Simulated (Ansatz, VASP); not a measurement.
# Two plane-wave programs on BN

INCAR

```
ALGO = Normal
EDIFF = 1E-7
ENCUT = 520
GGA = PE
ISIF = 2
ISMEAR = -1
LASPH = T
LCHARG = F
LREAL = F
LWAVE = F
NBANDS = 16
NELM = 80
PREC = Accurate
SIGMA = 0.05
```

The input KPOINTS:

```
k-points
0
Gamma
  12 12 6
```

The input POSCAR:

```
BN
1.0
    2.5194226731      0.0000000000      0.0000000000
   -1.2597113366      2.1818840378      0.0000000000
    0.0000000000      0.0000000000      4.1697283350
N B
2 2
Direct
    0.3333333333      0.6666666667      0.1252760000
    0.6666666667      0.3333333333      0.6252760000
    0.3333333333      0.6666666667      0.4997240000
    0.6666666667      0.3333333333      0.9997240000
```

The input input.yaml:

```yaml
crystal:
  lattice:
    - [2.5194226731, 0.0, 0.0]
    - [-1.2597113366, 2.1818840378, 0.0]
    - [0.0, 0.0, 4.169728335]
  atoms:
    - { symbol: "N", position: [0.3333333333, 0.6666666667, 0.125276] }
    - { symbol: "N", position: [0.6666666667, 0.3333333333, 0.625276] }
    - { symbol: B, position: [0.3333333333, 0.6666666667, 0.499724] }
    - { symbol: B, position: [0.6666666667, 0.3333333333, 0.999724] }
hamiltonian:
  xc: pbe
  pseudopotentials: { kind: paw, azcp: { folder: soft_1 } }
kpoints:
  mp_grid: { grid: [12, 12, 6] }
scf:
  occupations: { method: fermi_dirac, width: 0.05 }
output:
  forces: true
  stress: true
  eigenvalues: true
```

Alike in both runs: task single point; functional PBE; k mesh 12 × 12 × 6; occupations fermi-dirac, width 0.05 eV; no spin polarisation.

|  | VASP | Ansatz |
| --- | --- | --- |
| version | VASP 6.6.1 | Ansatz 0.2.0 |
| potentials or method | VASP PAW PBE potentials, release 64 (N, B) | Ansatz PAW soft_1 |
| plane-wave cutoff (eV) | 520 | 420 |
| valence electrons in the cell | 16 | 16 |

Ansatz gave:

- gap on the k mesh at the Fermi level (eV): 5.14
- least direct gap on the mesh (eV): 8.44
- pressure (GPa): 16.1
- traceless stress, the component that is largest in VASP (GPa): -0.36
- rms of the force components (eV/Å): 0.008

Q: Which values does VASP return?

A: gap on the k mesh at the Fermi level (eV): 5.13; least direct gap on the mesh (eV): 8.43; pressure (GPa): 16.7; traceless stress, the component that is largest in VASP (GPa): -0.41; rms of the force components (eV/Å): 0.010.

Atom by atom the forces differ by 0.002 eV/Å (rms over components). The functional is the same, so the differences come from potentials, cutoffs and numerics.
